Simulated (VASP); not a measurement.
# TaN in VASP: single point with r2SCAN

Aim: the single point of TaN with r2SCAN.

All numbers are computed with VASP 6.6.1; they aren't measurements. Logs are shortened: lines on timing, memory, paths and dates and some standing lists are left out, and cuts for length are marked.

## Step 1: The cell of the first run

The typed cell holds 2 atoms: a = 2.944 Å, b = 2.944 Å, c = 2.889 Å, α = 90.00°, β = 90.00°, γ = 120.00°.

## Step 2: Single point, r2SCAN

POSCAR

```
TaN
1.0
    2.9439343800      0.0000000000      0.0000000000
   -1.4719671900      2.5495193200      0.0000000000
    0.0000000000      0.0000000000      2.8888232900
N Ta
1 1
Direct
    0.0000000000      0.0000000000      0.0000000000
    0.3333000000      0.6667000000      0.5000000000
```

INCAR.step1

```
SYSTEM = TaN
ALGO = Normal
EDIFF = 1E-4
ENCUT = 520
GGA = PE
ISMEAR = -1
LASPH = .True.
LCHARG = .False.
LREAL = .False.
LWAVE = .True.
NBANDS = 15
NELM = 60
PREC = Accurate
SIGMA = 0.1
```

INCAR.step2

```
SYSTEM = TaN
ALGO = Normal
EDIFF = 1E-6
ENCUT = 520
ISIF = 2
ISMEAR = -1
ISTART = 1
LASPH = .True.
LCHARG = .False.
LMIXTAU = .True.
LREAL = .False.
LWAVE = .False.
METAGGA = R2SCAN
NBANDS = 15
NELM = 60
PREC = Accurate
SIGMA = 0.1
```

KPOINTS

```
k-points
0
Gamma
  13 13 12
  0 0 0
```

Potentials or basis: VASP PAW PBE potentials, release 64 (N, Ta_pv).

The run is started by

```console
cat potpaw_PBE.64/N/POTCAR potpaw_PBE.64/Ta_pv/POTCAR > POTCAR
cp INCAR.step1 INCAR
mpirun -np 1 vasp_std > vasp.out
cp INCAR.step2 INCAR
mpirun -np 1 vasp_std > vasp.out
```

OUTCAR:

```text
SYSTEM = TaN
   EDIFF = 1E-6
   ENCUT = 520
   ISIF = 2
   ISMEAR = -1
   ISTART = 1
   LASPH = .True.
   LREAL = .False.
   METAGGA = R2SCAN
   NELM = 60
   PREC = Accurate

 ion  position               nearest neighbor table
   1  0.000  0.000  0.000-   2 2.23   2 2.23   2 2.23   2 2.23   2 2.23   2 2.23
   2  0.333  0.667  0.500-   1 2.23   1 2.23   1 2.23   1 2.23   1 2.23   1 2.23

  LATTYP: Found a hexagonal cell.
 ALAT       =     2.9439343800
 C/A-ratio  =     0.9812797831

  Lattice vectors:

 A1 = (   2.9439343800,   0.0000000000,   0.0000000000)
 A2 = (  -1.4719671900,   2.5495193200,   0.0000000000)
 A3 = (   0.0000000000,   0.0000000000,   2.8888232900)

Analysis of symmetry for initial positions (statically):
=====================================================================
 Subroutine PRICEL returns:
 Original cell was already a primitive cell.

 Routine SETGRP: Setting up the symmetry group for a
 hexagonal supercell.

 Subroutine GETGRP returns: Found  4 space group operations
 (whereof  4 operations were pure point group operations)
 out of a pool of 24 trial point group operations.

The static configuration has the point symmetry C_2v.

Analysis of symmetry for dynamics (positions and initial velocities):
=====================================================================
 Subroutine PRICEL returns:
 Original cell was already a primitive cell.

 Routine SETGRP: Setting up the symmetry group for a
 hexagonal supercell.

 Subroutine GETGRP returns: Found  4 space group operations
 (whereof  4 operations were pure point group operations)
 out of a pool of 24 trial point group operations.

The dynamic configuration has the point symmetry C_2v.

 Subroutine INISYM returns: Found  4 space group operations
 (whereof  4 operations are pure point group operations),
 and found     1 'primitive' translations

----------------------------------------------------------------------------------------

                                     Primitive cell

  volume of cell :      21.6824

  direct lattice vectors                    reciprocal lattice vectors
     2.943934380  0.000000000  0.000000000     0.339681484  0.196115400  0.000000000
    -1.471967190  2.549519320  0.000000000     0.000000000  0.392230799  0.000000000
     0.000000000  0.000000000  2.888823290     0.000000000  0.000000000  0.346161707

  length of vectors
     2.943934380  2.943932094  2.888823290     0.392230494  0.392230799  0.346161707

  position of ions in fractional coordinates (direct lattice)
     0.000000000  0.000000000  0.000000000
     0.333300000  0.666700000  0.500000000

  ion indices of the primitive-cell ions
   primitive index   ion index
                 1           1
                 2           2

----------------------------------------------------------------------------------------

 KPOINTS: k-points

Automatic generation of k-mesh.
 Grid dimensions read from file:
 generate k-points for:   13   13   12

 Generating k-lattice:

  Cartesian coordinates                     Fractional coordinates (reciprocal lattice)
     0.026129345  0.015085800  0.000000000     0.076923077  0.000000000  0.000000000
     0.000000000  0.030171600  0.000000000     0.000000000  0.076923077  0.000000000
     0.000000000  0.000000000  0.028846809     0.000000000  0.000000000  0.083333333

  Length of vectors
     0.030171576  0.030171600  0.028846809

  Shift w.r.t. Gamma in fractional coordinates (k-lattice)
     0.000000000  0.000000000  0.000000000

 Subroutine IBZKPT returns following result:
 ===========================================

 Found    343 irreducible k-points:

 Following reciprocal coordinates:
            Coordinates               Weight
  0.000000  0.000000  0.000000      1.000000
  0.076923  0.000000  0.000000      4.000000
 -0.076923  0.076923  0.000000      2.000000
  0.153846  0.000000  0.000000      4.000000
 -0.153846  0.153846  0.000000      2.000000
  0.230769  0.000000  0.000000      4.000000
[... 16 lines left out ...]
 -0.076923  0.384615  0.000000      4.000000
 -0.384615  0.307692  0.000000      4.000000
 [... further k-points ...]
   k-points           NKPTS =    343   k-points in BZ     NKDIM =    343   number of bands    NBANDS=     15
   number of dos      NEDOS =    301   number of ions     NIONS =      2
   total plane-waves  NPLWV =  13824
   dimension x,y,z NGX =    24 NGY =   24 NGZ =   24
   dimension x,y,z NGXF=    48 NGYF=   48 NGZF=   48
   ions per type =               1   1
   NGX,Y,Z   is equivalent  to a cutoff of  13.55, 13.55, 13.81 a.u.
   NGXF,Y,Z  is equivalent  to a cutoff of  27.11, 27.11, 27.62 a.u.
 SYSTEM =  TaN
   PREC   = accura    normal or accurate (medium, high low for compatibility)
   ISTART =      1    job   : 0-new  1-cont  2-samecut
   ICHARG =      0    charge: 1-file 2-atom 10-const
   ISPIN  =      1    spin polarized calculation?
   LNONCOLLINEAR =      F non collinear calculations
   LSORBIT =      F    spin-orbit coupling
   LASPH  =      T    aspherical Exc in radial PAW
   ENCUT  =  520.0 eV  38.22 Ry    6.18 a.u.   5.47  5.47  5.37*2*pi/ulx,y,z
   NELM   =     60;   NELMIN=  2; NELMDL=  0     # of ELM steps
   EDIFF  = 0.1E-05   stopping-criterion for ELM
   LREAL  =      F    real-space projection
   EDIFFG = 0.1E-04   stopping-criterion for IOM
   NSW    =      0    number of steps for IOM
   IBRION =     -1    ionic relax: 0-MD 1-quasi-New 2-CG
   NFREE  =      0    steps in history (QN), initial steepest desc. (CG)
   ISIF   =      2    stress and relaxation
   ISYM   =      2    0-nonsym 1-usesym 2-fastsym
   POTIM  = 0.5000    time-step for ionic-motion
   TEBEG  =    0.0;   TEEND  =   0.0 temperature during run
   PSTRESS=    0.0 pullay stress
   NELECT =      16.0000    total number of electrons
   NUPDOWN=      -1.0000    fix difference up-down
   EMIN   =  10.00;   EMAX   =-10.00  energy-range for DOS
   EFERMI =   0.00;   METHOD = LEGACY
   ISMEAR =    -1;   SIGMA  =   0.10  broadening in eV -4-tet -1-fermi 0-gaus
   EFERMI_NEDOS =   21; number of points for ismear=-14 and -15
   IALGO  =     38    algorithm
   IMIX   =      4    mixing-type and parameters
     AMIX     =   0.40;   BMIX     =  1.00
     AMIX_MAG =   1.60;   BMIX_MAG =  1.00
  volume/ion in A,a.u.               =      10.84        73.16
  Fermi-wavevector in a.u.,A,eV,Ry     =   1.479378  2.795618 29.777138  2.188558
  Thomas-Fermi vector in A             =   2.593543
   LORBIT       =      0    0 simple, 1 ext, 2 COOP (PROOUT), +10 PAW based schemes
   METAGGA = R2SCAN    functional components
   LHFCALC =     F    Hartree Fock is set to
   AEXX    =    0.0000 exact exchange contribution
   IVDW    =     0    specifies the selected vdW correction
   LEPSILON=     F    determine dielectric tensor
   LRPA    =     F    only Hartree local field effects (RPA)
 non-spin polarized calculation
  energy-cutoff  :      520.00
  volume of cell :       21.68
 maximum number of plane-waves:       605
 NGX is ok and might be reduce to    24
   NGX = 11   NGY = 11   NGZ = 11

 number of electron      16.0000001 magnetization

 Free energy of the ion-electron system (eV)
  ---------------------------------------------------
  ext. energy  EPLUGINS =         0.00000000
  ---------------------------------------------------
  free energy    TOTEN  =       -60.39697995 eV

  energy without entropy =      -60.39493466  energy(sigma->0) =      -60.39595731

 E-fermi :   8.1436     XC(G=0): -14.3106

 val. band max:        8.0729865415   @ k =   0.0000   0.0000   0.5000
 cond. band min:       8.1445366300   @ k =   0.0000   0.0000   0.4167
 fundamental gap:      0.0715500885
 Fermi energy:         8.1435545687

 k-point     1 :       0.0000    0.0000    0.0000
  band No.  band energies     occupation
      1     -28.0035      2.00000
      2     -27.7468      2.00000
      3     -27.7468      2.00000
      4     -10.6073      2.00000
      5       3.3535      2.00000
      6       3.3538      2.00000
      7       3.7871      2.00000
      8       5.0172      2.00000
      9      10.5937      0.00000
     10      11.8792      0.00000
     11      11.8808      0.00000
     12      12.3494      0.00000
     13      12.3498      0.00000
     14      18.7364      0.00000
     15      22.1408      0.00000

 k-point     2 :       0.0769    0.0000    0.0000
  band No.  band energies     occupation
      1     -27.9954      2.00000
      2     -27.8118      2.00000
      3     -27.7605      2.00000
      4     -10.4854      2.00000
      5       2.9856      2.00000
      6       3.4477      2.00000
      7       3.9544      2.00000
      8       4.8405      2.00000
      9      11.0488      0.00000
     10      11.6304      0.00000
     11      11.8984      0.00000
     12      12.2857      0.00000
     13      12.5186      0.00000
     14      18.7364      0.00000
     15      22.1006      0.00000

 k-point     3 :      -0.0769    0.0769    0.0000
  band No.  band energies     occupation
      1     -27.9954      2.00000
      2     -27.8118      2.00000
      3     -27.7606      2.00000
      4     -10.4854      2.00000
      5       2.9857      2.00000
      6       3.4474      2.00000
      7       3.9545      2.00000
      8       4.8405      2.00000
      9      11.0489      0.00000
     10      11.6290      0.00000
     11      11.8995      0.00000
     12      12.2860      0.00000
     13      12.5185      0.00000
     14      18.7364      0.00000
     15      22.1010      0.00000
[... 343 lines left out ...]
 k-point    23 :      -0.0769    0.3846    0.0000
  band No.  band energies     occupation
      1     -28.5760      2.00000
      2     -27.9652      2.00000
      3     -27.8881      2.00000
      4      -8.8232      2.00000
      5       0.1886      2.00000
      6       3.1128      2.00000
      7       4.1332      2.00000
      8       5.3208      2.00000
      9      10.5531      0.00000
     10      11.2085      0.00000
     11      13.0324      0.00000
     12      13.9982      0.00000
     13      15.2564      0.00000
     14      18.7352      0.00000
     15      22.4357      0.00000

 k-point    24 :      -0.3846    0.3077    0.0000
  band No.  band energies     occupation
      1     -28.5760      2.00000
      2     -27.9653      2.00000
      3     -27.8881      2.00000
      4      -8.8229      2.00000
      5       0.1882      2.00000
      6       3.1122      2.00000
      7       4.1333      2.00000
      8       5.3209      2.00000
      9      10.5527      0.00000
     10      11.2087      0.00000
     11      13.0327      0.00000
     12      13.9995      0.00000
     13      15.2562      0.00000
     14      18.7352      0.00000
     15      22.4365      0.00000

 [... further k-points ...]
[... 5 lines left out ...]
  --------------------------------------------------------------------------------------
  -------------------------------------------------------------------------------------
  Total       -0.1454115     -0.1455922     -0.0461699     -0.0001568      0.0000000      0.0000000
  in kB      -10.7448864    -10.7582445     -3.4116330     -0.0115877      0.0000000      0.0000000
  external PRESSURE =      -8.3049213 kB  Pullay stress =       0.0000000 kB

 VOLUME and BASIS-vectors are now :
 -----------------------------------------------------------------------------
  energy-cutoff  :      520.00
  volume of cell :       21.68
      direct lattice vectors                 reciprocal lattice vectors
     2.943934380  0.000000000  0.000000000     0.339681484  0.196115400  0.000000000
    -1.471967190  2.549519320  0.000000000     0.000000000  0.392230799  0.000000000
     0.000000000  0.000000000  2.888823290     0.000000000  0.000000000  0.346161707

 POSITION                                       TOTAL-FORCE (eV/Angst)
 -----------------------------------------------------------------------------------
      0.00000      0.00000      0.00000        -0.001949      0.001125      0.000000
     -0.00015      1.69976      1.44441         0.001949     -0.001125      0.000000
 -----------------------------------------------------------------------------------
    total drift:                               -0.000018     -0.000025     -0.000000

  FREE ENERGIE OF THE ION-ELECTRON SYSTEM (eV)
  ---------------------------------------------------
  free  energy   TOTEN  =       -60.3969799495 eV

  energy  without entropy=      -60.3949346627  energy(sigma->0) =      -60.39595731
```

It took 3.8 min on 1 thread of AMD EPYC 9R14 (Zen 4), shared host; peak memory 0.21 GiB.

Results:

```
Free energy            : -60.3970 eV
Pressure               : -0.8 GPa
Band gap on the k mesh : zero (band 8 reaches 8.43 eV, above the bottom of band 9 at 8.07 eV)
```

Forces on the atoms (eV/Å):
```
N   -0.002  0.001  0.000
Ta   0.002 -0.001  0.000
```

Stress tensor (GPa, compression positive):
```
-1.07  0.00  0.00
 0.00 -1.08  0.00
 0.00  0.00 -0.34
```

Caveat: the PAW data sets were made with another functional, which shifts forces and pressure a little; spin-orbit coupling is left out, which moves the levels of the heavy elements.
